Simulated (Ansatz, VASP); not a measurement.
Y3Zr2F: VASP beside Ansatz

```xyz
6
Lattice="5.4548 0.0000 0.0000 -2.7274 4.7240 0.0000 0.0000 0.0000 5.3099" Properties=species:S:1:pos:R:3 pbc="T T T"
Y     2.7274    0.0000    0.0000
Y    -1.3637    2.3620    0.0000
Y     1.3637    2.3620    0.0000
Zr    0.0000    0.0000    1.1519
Zr    0.0000    0.0000    4.1580
F     0.0000    0.0000    2.6550
```

Alike in both runs: task single point; functional PBE; k mesh 6 × 6 × 4; occupations gaussian, width 0.1 eV; no spin polarisation.

|  | VASP | Ansatz |
| --- | --- | --- |
| version | VASP 6.6.1 | Ansatz 0.2.0 |
| potentials or method | VASP PAW PBE potentials, release 64 (Y_sv, Zr_sv, F), cutoff 520 eV | scalar-relativistic, plane waves, PAW |
| valence electrons in the cell | 64 | 64 |

```csv
,VASP,Ansatz,Ansatz less VASP
gap on the k mesh at the Fermi level (eV),none,none,-
rms of the force components (eV/Å),9.743,9.460,-0.2831
```

Atom by atom the forces differ by 0.283 eV/Å (rms over components). A gap of «none» marks a metal or a gap that the smearing closes.
